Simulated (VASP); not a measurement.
# Ge (R-3) in VASP: further runs, part 3 of 3

VASP 6.6.1. Earlier steps stand in the parts before.

## (4) Single point, LDA

This run uses another cell than the first one, of 21.16 Å³/atom.

Input file INCAR:

```
PREC = Accurate
ENCUT = 520
EDIFF = 1E-6
ISMEAR = 0
SIGMA = 0.15
LREAL = F
LASPH = T
NELM = 100
ALGO = Fast
ISIF = 2
LWAVE = F
LCHARG = F
NBANDS = 66
```

Input file KPOINTS:

```
Automatic mesh
0
Gamma
  9 9 9
```

Input file POSCAR:

```
Ge
1.0
    4.8800810733      2.8175161213      2.0522333333
   -4.8800810733      2.8175161213      2.0522333333
    0.0000000000     -5.6350322426      2.0522333333
Ge
8
Direct
    0.7160372200      0.7160372200      0.7160372200
    0.2839627800      0.2839627800      0.2839627800
    0.0289443367      0.7253625347      0.5322921797
    0.5322921797      0.0289443367      0.7253625347
    0.7253625347      0.5322921797      0.0289443367
    0.9710556633      0.2746374653      0.4677078203
    0.4677078203      0.9710556633      0.2746374653
    0.2746374653      0.4677078203      0.9710556633
```

Potentials or basis: VASP PAW LDA potentials, release 64 (Ge_d).

Command:

```console
$ cat potpaw_LDA.64/Ge_d/POTCAR > POTCAR
$ mpirun -np 1 vasp_std > vasp.out
```

OUTCAR:

```text
PREC = Accurate
   ENCUT = 520
   EDIFF = 1E-6
   ISMEAR = 0
   LREAL = F
   LASPH = T
   NELM = 100
   ISIF = 2

 ion  position               nearest neighbor table
   1  0.716  0.716  0.716-   5 2.46   3 2.46   4 2.46   2 2.66
   2  0.284  0.284  0.284-   8 2.46   6 2.46   7 2.46   1 2.66
   3  0.029  0.725  0.532-   1 2.46   6 2.49   5 2.56   4 2.56
   4  0.532  0.029  0.725-   1 2.46   7 2.49   3 2.56   5 2.56
   5  0.725  0.532  0.029-   1 2.46   8 2.49   3 2.56   4 2.56
   6  0.971  0.275  0.468-   2 2.46   3 2.49   8 2.56   7 2.56
   7  0.468  0.971  0.275-   2 2.46   4 2.49   6 2.56   8 2.56
   8  0.275  0.468  0.971-   2 2.46   5 2.49   6 2.56   7 2.56

  LATTYP: Found a trigonal (rhomboedric) cell.
 ALAT       =     5.9971034700
 COS(alpha) =    -0.3243445416

  Lattice vectors:

 A1 = (   4.8800810733,   2.8175161213,   2.0522333333)
 A2 = (  -4.8800810733,   2.8175161213,   2.0522333333)
 A3 = (   0.0000000000,  -5.6350322426,   2.0522333333)

Analysis of symmetry for initial positions (statically):
=====================================================================
 Subroutine PRICEL returns:
 Original cell was already a primitive cell.

 Routine SETGRP: Setting up the symmetry group for a
 trigonal (rhombohedral) supercell.

 Subroutine GETGRP returns: Found  6 space group operations
 (whereof  6 operations were pure point group operations)
 out of a pool of 12 trial point group operations.

The static configuration has the point symmetry S_6 .

Analysis of symmetry for dynamics (positions and initial velocities):
=====================================================================
 Subroutine PRICEL returns:
 Original cell was already a primitive cell.

 Routine SETGRP: Setting up the symmetry group for a
 trigonal (rhombohedral) supercell.

 Subroutine GETGRP returns: Found  6 space group operations
 (whereof  6 operations were pure point group operations)
 out of a pool of 12 trial point group operations.

The dynamic configuration has the point symmetry S_6 .

 Subroutine INISYM returns: Found  6 space group operations
 (whereof  6 operations are pure point group operations),
 and found     1 'primitive' translations

----------------------------------------------------------------------------------------

                                     Primitive cell

  volume of cell :     169.3056

  direct lattice vectors                    reciprocal lattice vectors
     4.880081073  2.817516121  2.052233333     0.102457314  0.059153758  0.162424676
    -4.880081073  2.817516121  2.052233333    -0.102457314  0.059153758  0.162424676
     0.000000000 -5.635032243  2.052233333     0.000000000 -0.118307516  0.162424676

  length of vectors
     5.997103470  5.997103470  5.997103470     0.200943882  0.200943882  0.200943882

  position of ions in fractional coordinates (direct lattice)
     0.716037220  0.716037220  0.716037220
     0.283962780  0.283962780  0.283962780
     0.028944337  0.725362535  0.532292180
     0.532292180  0.028944337  0.725362535
     0.725362535  0.532292180  0.028944337
     0.971055663  0.274637465  0.467707820
     0.467707820  0.971055663  0.274637465
     0.274637465  0.467707820  0.971055663
[... 44 lines left out ...]
  0.444444  0.000000  0.000000      6.000000
  0.111111  0.111111  0.000000      6.000000
[... 16 lines left out ...]
  0.444444  0.222222  0.000000      6.000000
 -0.444444 -0.000000 -0.222222      6.000000
 [... further k-points ...]
   k-points           NKPTS =    125   k-points in BZ     NKDIM =    125   number of bands    NBANDS=     66
   number of dos      NEDOS =    301   number of ions     NIONS =      8
   total plane-waves  NPLWV = 110592
   dimension x,y,z NGX =    48 NGY =   48 NGZ =   48
   dimension x,y,z NGXF=    96 NGYF=   96 NGZF=   96
   ions per type =               8
   NGX,Y,Z   is equivalent  to a cutoff of  13.31, 13.31, 13.31 a.u.
   NGXF,Y,Z  is equivalent  to a cutoff of  26.61, 26.61, 26.61 a.u.
 SYSTEM =  unknown system
   PREC   = accura    normal or accurate (medium, high low for compatibility)
   ISTART =      0    job   : 0-new  1-cont  2-samecut
   ICHARG =      2    charge: 1-file 2-atom 10-const
   ISPIN  =      1    spin polarized calculation?
   LNONCOLLINEAR =      F non collinear calculations
   LSORBIT =      F    spin-orbit coupling
   LASPH  =      T    aspherical Exc in radial PAW
   ENCUT  =  520.0 eV  38.22 Ry    6.18 a.u.  11.15 11.15 11.15*2*pi/ulx,y,z
   NELM   =    100;   NELMIN=  2; NELMDL= -5     # of ELM steps
   EDIFF  = 0.1E-05   stopping-criterion for ELM
   LREAL  =      F    real-space projection
   EDIFFG = 0.1E-04   stopping-criterion for IOM
   NSW    =      0    number of steps for IOM
   IBRION =     -1    ionic relax: 0-MD 1-quasi-New 2-CG
   NFREE  =      0    steps in history (QN), initial steepest desc. (CG)
   ISIF   =      2    stress and relaxation
   ISYM   =      2    0-nonsym 1-usesym 2-fastsym
   POTIM  = 0.5000    time-step for ionic-motion
   TEBEG  =    0.0;   TEEND  =   0.0 temperature during run
   PSTRESS=    0.0 pullay stress
   NELECT =     112.0000    total number of electrons
   NUPDOWN=      -1.0000    fix difference up-down
   EMIN   =  10.00;   EMAX   =-10.00  energy-range for DOS
   EFERMI =   0.00;   METHOD = LEGACY
   ISMEAR =     0;   SIGMA  =   0.15  broadening in eV -4-tet -1-fermi 0-gaus
   EFERMI_NEDOS =   21; number of points for ismear=-14 and -15
   IALGO  =     68    algorithm
   IMIX   =      4    mixing-type and parameters
     AMIX     =   0.40;   BMIX     =  1.00
     AMIX_MAG =   1.60;   BMIX_MAG =  1.00
  volume/ion in A,a.u.               =      21.16       142.82
  Fermi-wavevector in a.u.,A,eV,Ry     =   1.426452  2.695603 27.684645  2.034764
  Thomas-Fermi vector in A             =   2.546727
   LORBIT       =      0    0 simple, 1 ext, 2 COOP (PROOUT), +10 PAW based schemes
   GGA     = CA    functional components
   LHFCALC =     F    Hartree Fock is set to
   AEXX    =    0.0000 exact exchange contribution
   IVDW    =     0    specifies the selected vdW correction
   LEPSILON=     F    determine dielectric tensor
   LRPA    =     F    only Hartree local field effects (RPA)
 non-spin polarized calculation
 RMM-DIIS sequential band-by-band and
 Gauss-broadening in eV      SIGMA  =   0.15
  energy-cutoff  :      520.00
  volume of cell :      169.31
 maximum number of plane-waves:      4585
 NGX is ok and might be reduce to    48
   NGX = 23   NGY = 23   NGZ = 23

 number of electron     112.0000008 magnetization

 Free energy of the ion-electron system (eV)
  ---------------------------------------------------
  ext. energy  EPLUGINS =         0.00000000
  ---------------------------------------------------
  free energy    TOTEN  =       -40.37059480 eV

  energy without entropy =      -40.35842786  energy(sigma->0) =      -40.36451133

 E-fermi :   5.1654     XC(G=0): -10.7864

 val. band max:        5.1507470200   @ k =   0.3333  -0.3333  -0.4444
 cond. band min:       5.1772559205   @ k =  -0.2222   0.3333   0.2222
 fundamental gap:      0.0265089005
 Fermi energy:         5.1654491230

 k-point     1 :       0.0000    0.0000    0.0000
  band No.  band energies     occupation
      1     -19.6932      2.00000
      2     -19.6932      2.00000
      3     -19.6800      2.00000
      4     -19.6772      2.00000
      5     -19.6772      2.00000
      6     -19.6506      2.00000
[... 1645 lines left out ...]
     65       9.5190      0.00000
     66      10.0496      0.00000

 [... further k-points ...]

------------------------ aborting loop because EDIFF is reached ----------------------------------------

  FORCE on cell =-STRESS in cart. coord.  units (eV):
  Direction    XX          YY          ZZ          XY          YZ          ZX
  --------------------------------------------------------------------------------------
  -------------------------------------------------------------------------------------
  Total       -1.3243676     -1.3243676     -8.6136630      0.0000000      0.0000000     -0.0000000
  in kB      -12.5327885    -12.5327885    -81.5130274      0.0000003      0.0000000     -0.0000000
  external PRESSURE =     -35.5262015 kB  Pullay stress =       0.0000000 kB

 VOLUME and BASIS-vectors are now :
 -----------------------------------------------------------------------------
  energy-cutoff  :      520.00
  volume of cell :      169.31
      direct lattice vectors                 reciprocal lattice vectors
     4.880081073  2.817516121  2.052233333     0.102457314  0.059153758  0.162424676
    -4.880081073  2.817516121  2.052233333    -0.102457314  0.059153758  0.162424676
     0.000000000 -5.635032243  2.052233333     0.000000000 -0.118307516  0.162424676

 POSITION                                       TOTAL-FORCE (eV/Angst)
 -----------------------------------------------------------------------------------
      0.00000      0.00000      4.40843        -0.000000     -0.000000     -0.544823
      0.00000      0.00000      1.74827        -0.000000      0.000000      0.544823
     -3.39858     -0.87421      2.64040         0.098121      0.240955     -0.087753
      2.45638     -2.50615      2.64040        -0.257734     -0.035502     -0.087753
      0.94220      3.38036      2.64040         0.159612     -0.205453     -0.087753
      3.39858      0.87421      3.51630        -0.098121     -0.240955      0.087753
     -2.45638      2.50615      3.51630         0.257734      0.035502      0.087753
     -0.94220     -3.38036      3.51630        -0.159612      0.205453      0.087753
 -----------------------------------------------------------------------------------
    total drift:                                0.000000      0.000000     -0.000000

  FREE ENERGIE OF THE ION-ELECTRON SYSTEM (eV)
  ---------------------------------------------------
  free  energy   TOTEN  =       -40.3705947953 eV

  energy  without entropy=      -40.3584278615  energy(sigma->0) =      -40.36451133
```

It took 33 min on 1 thread of Oxide Virtual Turin-like, shared host; peak memory 0.85 GiB.

Results:

```
Free energy            : -40.3706 eV
Pressure               : -3.6 GPa
Largest force          : 0.545 eV/Å
Band gap on the k mesh : zero (bands 56 and 57 overlap by 0.57 eV)
```

Forces on the atoms (eV/Å):
```
Ge   0.000  0.000 -0.545
Ge   0.000  0.000  0.545
Ge   0.098  0.241 -0.088
Ge  -0.258 -0.036 -0.088
Ge   0.160 -0.205 -0.088
Ge  -0.098 -0.241  0.088
Ge   0.258  0.036  0.088
Ge  -0.160  0.205  0.088
```

Stress tensor (GPa, compression positive):
```
-1.25  0.00  0.00
 0.00 -1.25  0.00
 0.00  0.00 -8.15
```

Levels at points of the mesh, in eV from the Fermi level:
```csv
k point,band 53,band 54,band 55,band 56,band 57,band 58,band 59,band 60
"(0.00, 0.00, 0.00)",-3.48,-1.20,-1.20,-0.59,1.43,1.75,1.75,3.96
```

Caveat: the stress differs along the axes, from -8 to -1 GPa; semilocal functionals underestimate gaps, and a narrow one can read as zero.

## (5) Single point, LDA

This run uses another cell than the first one, of 21.77 Å³/atom.

Input file INCAR:

```
SYSTEM = Ge
PREC     = Accurate       ! precision mode
ENCUT    = 520            ! plane-wave cutoff, eV
EDIFF    = 1E-6           ! SCF threshold, eV
ISMEAR   = 0              ! smearing method
SIGMA    = 0.15           ! smearing width, eV
LREAL    = .FALSE.        ! projectors in reciprocal space
LASPH    = .TRUE.         ! aspherical terms in the spheres
NELM     = 80             ! most SCF steps
ALGO     = Fast           ! electronic algorithm
ISIF     = 2              ! what is computed and relaxed
LWAVE    = .FALSE.        ! write WAVECAR
LCHARG   = .TRUE.         ! write CHGCAR
LELF     = .TRUE.         ! ELF
LVHAR    = .TRUE.       
NBANDS   = 66             ! bands
```

Input file KPOINTS:

```
regular mesh
0
G
  9 9 9
  0 0 0
```

Input file POSCAR:

```
Ge
1.0
    4.9777000000      2.8738764349      2.0290000000
   -4.9777000000      2.8738764349      2.0290000000
    0.0000000000     -5.7477528699      2.0290000000
Ge
8
Direct
    0.7160372198      0.7160372198      0.7160372198
    0.2839627802      0.2839627802      0.2839627802
    0.0289443365      0.7253625346      0.5322921793
    0.5322921793      0.0289443365      0.7253625346
    0.7253625346      0.5322921793      0.0289443365
    0.9710556635      0.2746374654      0.4677078207
    0.4677078207      0.9710556635      0.2746374654
    0.2746374654      0.4677078207      0.9710556635
```

Command:

```console
$ cat potpaw_LDA.64/Ge_d/POTCAR > POTCAR
$ mpirun -np 1 vasp_std > vasp.out
```

Wall time 35 min (1 thread of Oxide Virtual Turin-like, shared host); peak memory 0.87 GiB.

Results (log left out):

* Free energy: -40.3471 eV
* Pressure: -5.4 GPa
* Largest force: 0.375 eV/Å
* Band gap on the k mesh: zero (bands 56 and 57 overlap by 0.50 eV)

Forces on the atoms (eV/Å):
```
Ge   0.000  0.000 -0.375
Ge   0.000  0.000  0.375
Ge   0.136  0.052 -0.145
Ge  -0.113  0.092 -0.145
Ge  -0.023 -0.144 -0.145
Ge  -0.136 -0.052  0.145
Ge   0.113 -0.092  0.145
Ge   0.023  0.144  0.145
```

Stress tensor (GPa, compression positive):
```
-4.39  0.00  0.00
 0.00 -4.39  0.00
 0.00  0.00 -7.33
```

Levels at points of the mesh, in eV from the Fermi level:
| k point | band 52 | band 53 | band 54 | band 55 | band 56 | band 57 | band 58 | band 59 | band 60 | band 61 |
| --- | --- | --- | --- | --- | --- | --- | --- | --- | --- | --- |
| (0.00, 0.00, 0.00) | -3.31 | -3.31 | -1.12 | -1.12 | -0.55 | 1.40 | 1.74 | 1.74 | 4.04 | 4.04 |

Caveat: the cell stands under tension; semilocal functionals underestimate gaps, and a narrow one can read as zero.

## (6) The runs side by side

```csv
cell,further INCAR settings,gap on the mesh (eV),pressure (GPa),largest force (eV/Å)
"a = 5.811 Å, angles 107.5°, 8 atoms",ALGO = Fast; EDIFF = 1e-06; NBANDS = 66,none,1.1,0.93
"a = 6.118 Å, angles 110.5°, 8 atoms",ALGO = Fast; EDIFF = 1e-07; NBANDS = 66,none,-3.9,0.25
"a = 5.997 Å, angles 108.9°, 8 atoms",ALGO = Fast; EDIFF = 1e-06; NBANDS = 66,none,-3.6,0.54
"a = 6.095 Å, angles 109.5°, 8 atoms",ALGO = Fast; EDIFF = 1e-06; NBANDS = 66,none,-5.4,0.38
```

Alike in all rows: task single point; level LDA; potentials or basis VASP PAW LDA potentials, release 64 (Ge_d); no spin polarisation; k mesh 9 × 9 × 9; cutoff (eV) 520; smearing gaussian 0.15 eV.

Caveats: semilocal functionals underestimate gaps, and a narrow one can read as zero (at least some runs); the cell stands under tension (at least some runs); the stress differs along the axes, from -10 to 7 GPa (at least some runs); the stress differs along the axes, from -8 to -1 GPa (at least some runs).

Total energies depend on the potentials used, so only differences within one code and one set of settings carry meaning.

The gap in the log of VASP goes by the Fermi energy; the results here count the filled bands.